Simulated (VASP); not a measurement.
# AlC3 (P4mm) in VASP: a series of runs

AlC3 is run at these levels: PBEsol; tasks: single point.

Program: VASP 6.6.1. These are calculated values, not measurements. Logs are shortened: lines on timing, memory, paths and dates and some standing lists are left out, and cuts for length are marked.

### 1 The cell of the first run

It takes space group P4mm (No. 99, tetragonal). The conventional cell has a = 3.208 Å, b = 3.208 Å, c = 3.208 Å, α = 90.00°, β = 90.00°, γ = 90.00°. Within 3.0 Å of Al (site symmetry 4mm) lie 12 C at 2.27 to 2.28 Å. Within 2.8 Å of C (site symmetry 4mm) lie 8 C at 2.12 to 2.43 Å and 4 Al at 2.28 Å. C (site symmetry 2mm) has 8 C at 2.12 to 2.43 Å and 4 Al at 2.27 Å within 2.8 Å.

### 2 Single point, PBEsol (one atom moved)

Contents of INCAR:

```
  ALGO = Normal
  EDIFF = 1E-7
  ENCUT = 520
  GGA = PS
  ISIF = 2
  ISMEAR = 0
  LASPH = T
  LCHARG = F
  LREAL = F
  LWAVE = F
  NBANDS = 16
  NELM = 100
  PREC = Accurate
  SIGMA = 0.1
```

Contents of KPOINTS:

```
k-points
0
Gamma
  12 12 12
```

Contents of POSCAR:

```
AlC3
1.0
    3.2079290000      0.0000000000      0.0000000000
    0.0000000000      3.2079290000      0.0000000000
    0.0000000000      0.0000000000      3.2079290000
Al C
1 3
Direct
    0.0000000000      0.0000000000      0.0000000000
    0.0701387094      0.5000000000      0.5000000000
    0.5000000000      0.0000000000      0.5000000000
    0.5000000000      0.5000000000      0.0000000000
```

Potentials or basis: VASP PAW PBE potentials, release 64 (Al, C).

On the command line:

```
$ cat potpaw_PBE.64/Al/POTCAR potpaw_PBE.64/C/POTCAR > POTCAR
$ mpirun -np 1 vasp_std > vasp.out
```

OUTCAR:

```text
EDIFF = 1E-7
   ENCUT = 520
   GGA = PS
   ISIF = 2
   ISMEAR = 0
   LASPH = T
   LREAL = F
   NELM = 100
   PREC = Accurate

 ion  position               nearest neighbor table
   1  0.000  0.000  0.000-   3 2.27   4 2.27   3 2.27   4 2.27   3 2.27   4 2.27   3 2.27   4 2.27
                             2 2.28   2 2.28   2 2.28   2 2.28
   2  0.070  0.500  0.500-   1 2.28   1 2.28   1 2.28   1 2.28
   3  0.500  0.000  0.500-   1 2.27   1 2.27   1 2.27   1 2.27
   4  0.500  0.500  0.000-   1 2.27   1 2.27   1 2.27   1 2.27

  LATTYP: Found a simple cubic cell.
 ALAT       =     3.2079290000

  Lattice vectors:

 A1 = (   3.2079290000,   0.0000000000,   0.0000000000)
 A2 = (   0.0000000000,   3.2079290000,   0.0000000000)
 A3 = (   0.0000000000,   0.0000000000,   3.2079290000)

Analysis of symmetry for initial positions (statically):
=====================================================================
 Subroutine PRICEL returns:
 Original cell was already a primitive cell.

 Routine SETGRP: Setting up the symmetry group for a
 simple cubic supercell.

 Subroutine GETGRP returns: Found  8 space group operations
 (whereof  8 operations were pure point group operations)
 out of a pool of 48 trial point group operations.

The static configuration has the point symmetry C_4v.

Analysis of symmetry for dynamics (positions and initial velocities):
=====================================================================
 Subroutine PRICEL returns:
 Original cell was already a primitive cell.

 Routine SETGRP: Setting up the symmetry group for a
 simple cubic supercell.

 Subroutine GETGRP returns: Found  8 space group operations
 (whereof  8 operations were pure point group operations)
 out of a pool of 48 trial point group operations.

The dynamic configuration has the point symmetry C_4v.

 Subroutine INISYM returns: Found  8 space group operations
 (whereof  8 operations are pure point group operations),
 and found     1 'primitive' translations

----------------------------------------------------------------------------------------

                                     Primitive cell

  volume of cell :      33.0122

  direct lattice vectors                    reciprocal lattice vectors
     3.207929000  0.000000000  0.000000000     0.311727597  0.000000000  0.000000000
     0.000000000  3.207929000  0.000000000     0.000000000  0.311727597  0.000000000
     0.000000000  0.000000000  3.207929000     0.000000000  0.000000000  0.311727597

  length of vectors
     3.207929000  3.207929000  3.207929000     0.311727597  0.311727597  0.311727597

  position of ions in fractional coordinates (direct lattice)
     0.000000000  0.000000000  0.000000000
     0.070138709  0.500000000  0.500000000
     0.500000000  0.000000000  0.500000000
     0.500000000  0.500000000  0.000000000

  ion indices of the primitive-cell ions
   primitive index   ion index
                 1           1
                 2           2
                 3           3
                 4           4

----------------------------------------------------------------------------------------

 KPOINTS: k-points

Automatic generation of k-mesh.
 Grid dimensions read from file:
 generate k-points for:   12   12   12

 Generating k-lattice:

  Cartesian coordinates                     Fractional coordinates (reciprocal lattice)
     0.025977300  0.000000000  0.000000000     0.083333333  0.000000000  0.000000000
     0.000000000  0.025977300  0.000000000     0.000000000  0.083333333  0.000000000
     0.000000000  0.000000000  0.025977300     0.000000000  0.000000000  0.083333333

  Length of vectors
     0.025977300  0.025977300  0.025977300

  Shift w.r.t. Gamma in fractional coordinates (k-lattice)
     0.000000000  0.000000000  0.000000000

 Subroutine IBZKPT returns following result:
 ===========================================

 Found    196 irreducible k-points:

 Following reciprocal coordinates:
            Coordinates               Weight
  0.000000  0.000000  0.000000      1.000000
  0.083333  0.000000  0.000000      2.000000
  0.000000  0.083333  0.000000      4.000000
  0.166667  0.000000  0.000000      2.000000
  0.000000  0.166667  0.000000      4.000000
  0.250000  0.000000  0.000000      2.000000
[... 16 lines left out ...]
  0.000000  0.333333  0.083333      8.000000
  0.083333  0.000000  0.333333      8.000000
 [... further k-points ...]
   k-points           NKPTS =    196   k-points in BZ     NKDIM =    196   number of bands    NBANDS=     16
   number of dos      NEDOS =    301   number of ions     NIONS =      4
   total plane-waves  NPLWV =  13824
   dimension x,y,z NGX =    24 NGY =   24 NGZ =   24
   dimension x,y,z NGXF=    48 NGYF=   48 NGZF=   48
   ions per type =               1   3
   NGX,Y,Z   is equivalent  to a cutoff of  12.44, 12.44, 12.44 a.u.
   NGXF,Y,Z  is equivalent  to a cutoff of  24.88, 24.88, 24.88 a.u.
 SYSTEM =  unknown system
   PREC   = accura    normal or accurate (medium, high low for compatibility)
   ISTART =      0    job   : 0-new  1-cont  2-samecut
   ICHARG =      2    charge: 1-file 2-atom 10-const
   ISPIN  =      1    spin polarized calculation?
   LNONCOLLINEAR =      F non collinear calculations
   LSORBIT =      F    spin-orbit coupling
   LASPH  =      T    aspherical Exc in radial PAW
   ENCUT  =  520.0 eV  38.22 Ry    6.18 a.u.   5.96  5.96  5.96*2*pi/ulx,y,z
   NELM   =    100;   NELMIN=  2; NELMDL= -5     # of ELM steps
   EDIFF  = 0.1E-06   stopping-criterion for ELM
   LREAL  =      F    real-space projection
   EDIFFG = 0.1E-05   stopping-criterion for IOM
   NSW    =      0    number of steps for IOM
   IBRION =     -1    ionic relax: 0-MD 1-quasi-New 2-CG
   NFREE  =      0    steps in history (QN), initial steepest desc. (CG)
   ISIF   =      2    stress and relaxation
   ISYM   =      2    0-nonsym 1-usesym 2-fastsym
   POTIM  = 0.5000    time-step for ionic-motion
   TEBEG  =    0.0;   TEEND  =   0.0 temperature during run
   PSTRESS=    0.0 pullay stress
   NELECT =      15.0000    total number of electrons
   NUPDOWN=      -1.0000    fix difference up-down
   EMIN   =  10.00;   EMAX   =-10.00  energy-range for DOS
   EFERMI =   0.00;   METHOD = LEGACY
   ISMEAR =     0;   SIGMA  =   0.10  broadening in eV -4-tet -1-fermi 0-gaus
   EFERMI_NEDOS =   21; number of points for ismear=-14 and -15
   IALGO  =     38    algorithm
   IMIX   =      4    mixing-type and parameters
     AMIX     =   0.40;   BMIX     =  1.00
     AMIX_MAG =   1.60;   BMIX_MAG =  1.00
  volume/ion in A,a.u.               =       8.25        55.69
  Fermi-wavevector in a.u.,A,eV,Ry     =   1.258579  2.378370 21.551918  1.584021
  Thomas-Fermi vector in A             =   2.392182
   LORBIT       =      0    0 simple, 1 ext, 2 COOP (PROOUT), +10 PAW based schemes
   GGA     = PS    functional components
   LHFCALC =     F    Hartree Fock is set to
   AEXX    =    0.0000 exact exchange contribution
   IVDW    =     0    specifies the selected vdW correction
   LEPSILON=     F    determine dielectric tensor
   LRPA    =     F    only Hartree local field effects (RPA)
 non-spin polarized calculation
 Gauss-broadening in eV      SIGMA  =   0.10
  energy-cutoff  :      520.00
  volume of cell :       33.01
 maximum number of plane-waves:       912
 NGX is ok and might be reduce to    24
   NGX = 11   NGY = 11   NGZ = 11

 number of electron      15.0000000 magnetization

 Free energy of the ion-electron system (eV)
  ---------------------------------------------------
  ext. energy  EPLUGINS =         0.00000000
  ---------------------------------------------------
  free energy    TOTEN  =       -22.74358995 eV

  energy without entropy =      -22.73705066  energy(sigma->0) =      -22.74032030

 E-fermi :   9.3711     XC(G=0): -12.3608

 val. band max:        9.3611508735   @ k =   0.0833   0.0000   0.3333
 cond. band min:       9.3741224496   @ k =   0.5000   0.5000   0.0833
 fundamental gap:      0.0129715761
 Fermi energy:         9.3711442482

 k-point     1 :       0.0000    0.0000    0.0000
  band No.  band energies     occupation
      1      -8.4080      2.00000
      2       2.5130      2.00000
      3       2.6195      2.00000
      4       3.0715      2.00000
      5       3.0715      2.00000
      6       3.5568      2.00000
[... 8 lines left out ...]
     15      19.8306      0.00000
     16      21.3529      0.00000

 k-point     2 :       0.0833    0.0000    0.0000
  band No.  band energies     occupation
      1      -8.3260      2.00000
      2       1.4659      2.00000
      3       2.6762      2.00000
      4       3.1456      2.00000
      5       3.1456      2.00000
      6       4.4974      2.00000
[... 8 lines left out ...]
     15      20.1692      0.00000
     16      21.3972      0.00000

 k-point     3 :       0.0000    0.0833    0.0000
  band No.  band energies     occupation
      1      -8.3228      2.00000
      2       1.3349      2.00000
      3       2.5996      2.00000
      4       3.1498      2.00000
      5       3.5817      2.00000
      6       4.2695      2.00000
[... 8 lines left out ...]
     15      20.0292      0.00000
     16      21.3782      0.00000

 k-point     4 :       0.1667    0.0000    0.0000
  band No.  band energies     occupation
      1      -8.0819      2.00000
      2       0.0271      2.00000
      3       2.8416      2.00000
      4       3.3645      2.00000
      5       3.3645      2.00000
      6       5.6285      2.00000
[... 8 lines left out ...]
     15      21.0636      0.00000
     16      21.3273      0.00000
[... 324 lines left out ...]
 k-point    22 :       0.3333    0.0833    0.0000
  band No.  band energies     occupation
      1      -7.0706      2.00000
      2      -2.5641      2.00000
      3       2.4373      2.00000
      4       4.2403      2.00000
      5       4.7689      2.00000
      6       7.1161      2.00000
[... 8 lines left out ...]
     15      20.0533      0.00000
     16      20.6010      0.00000

 k-point    23 :       0.0000    0.3333    0.0833
  band No.  band energies     occupation
      1      -6.9849      2.00000
      2      -2.8394      2.00000
      3       2.5018      2.00000
      4       4.5619      2.00000
      5       4.9355      2.00000
      6       6.9008      2.00000
[... 8 lines left out ...]
     15      20.0428      0.00000
     16      20.5677      0.00000

 k-point    24 :       0.0833    0.0000    0.3333
  band No.  band energies     occupation
      1      -6.9885      2.00000
      2      -2.8420      2.00000
      3       2.6280      2.00000
      4       4.3330      2.00000
      5       5.0096      2.00000
      6       6.8577      2.00000
[... 8 lines left out ...]
     15      20.0914      0.00000
     16      20.5440      0.00000

 [... further k-points ...]
[... 5 lines left out ...]
  --------------------------------------------------------------------------------------
  -------------------------------------------------------------------------------------
  Total       -2.6045362     -0.7582105     -0.7582105      0.0000000     -0.0000000      0.0000000
  in kB     -126.4057246    -36.7981618    -36.7981618      0.0000000     -0.0000000      0.0000000
  external PRESSURE =     -66.6673494 kB  Pullay stress =       0.0000000 kB

 VOLUME and BASIS-vectors are now :
 -----------------------------------------------------------------------------
  energy-cutoff  :      520.00
  volume of cell :       33.01
      direct lattice vectors                 reciprocal lattice vectors
     3.207929000  0.000000000  0.000000000     0.311727597  0.000000000  0.000000000
     0.000000000  3.207929000  0.000000000     0.000000000  0.311727597  0.000000000
     0.000000000  0.000000000  3.207929000     0.000000000  0.000000000  0.311727597

 POSITION                                       TOTAL-FORCE (eV/Angst)
 -----------------------------------------------------------------------------------
      0.00000      0.00000      0.00000        -0.847646      0.000000     -0.000000
      0.22500      1.60396      1.60396         2.495438     -0.000000      0.000000
      1.60396      0.00000      1.60396        -0.823896      0.000000     -0.000000
      1.60396      1.60396      0.00000        -0.823896      0.000000     -0.000000
 -----------------------------------------------------------------------------------
    total drift:                                0.000320     -0.000000      0.000000

  FREE ENERGIE OF THE ION-ELECTRON SYSTEM (eV)
  ---------------------------------------------------
  free  energy   TOTEN  =       -22.7435899506 eV

  energy  without entropy=      -22.7370506554  energy(sigma->0) =      -22.74032030
```

It took 23 s on 1 thread of Intel Xeon Platinum 8559C (Emerald Rapids), shared host; peak memory 0.19 GiB.

Results:

- Free energy: -22.7436 eV
- Pressure: -6.7 GPa
- Largest force: 2.495 eV/Å

Forces in eV/Å, atoms in the order of the input:
```
Al  -0.848  0.000  0.000
C    2.495  0.000  0.000
C   -0.824  0.000  0.000
C   -0.824  0.000  0.000
```

Levels at points of the mesh, in eV from the Fermi level:
```
           k point  band 5  band 6  band 7  band 8  band 9  band 10
(0.00, 0.00, 0.00)   -6.30   -5.81    0.93    1.23    1.25     1.25
(0.50, 0.00, 0.00)   -4.53   -1.98   -1.90   -1.90   -0.74     0.29
(0.00, 0.50, 0.00)   -3.89   -2.93   -2.37   -1.48   -0.42    -0.11
(0.50, 0.50, 0.00)   -2.46   -1.60   -1.43   -0.35   -0.15     0.17
(0.00, 0.50, 0.50)   -1.96   -1.96   -1.82    0.34    0.34     0.38
(0.50, 0.50, 0.50)   -7.74   -7.74   -7.68   -1.35    5.03     5.22
```

Caveat: the cell differs from its parent crystal (one atom moved); the PAW data sets were made with another functional, which shifts forces and pressure a little.

(Part 1 of 2 ends here.)
